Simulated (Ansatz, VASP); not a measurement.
K in VASP and in Ansatz

```
K
1.0
    -2.61250    2.61250    2.61250
     2.61250   -2.61250    2.61250
     2.61250    2.61250   -2.61250
K
1
Direct
  0.00000 0.00000 0.00000
```

Alike in both runs: task single point; functional PBEsol; k mesh 12 × 12 × 12; occupations fermi-dirac, width 0.05 eV; no spin polarisation.

```csv
,VASP,Ansatz
version,VASP 6.6.1,Ansatz 0.2.0
potentials or method,"VASP PAW PBE potentials, release 64 (K_sv), cutoff 520 eV","all-electron LAPW, scalar-relativistic"
```

```tsv
	VASP	Ansatz	Ansatz less VASP
pressure (GPa)	0.0	0.0	+0.01
```

VASP's potentials were made for PBE, not for PBEsol. Ansatz ran all-electron here, and VASP with PAW potentials. Ansatz's warnings: optics on partly filled bands.
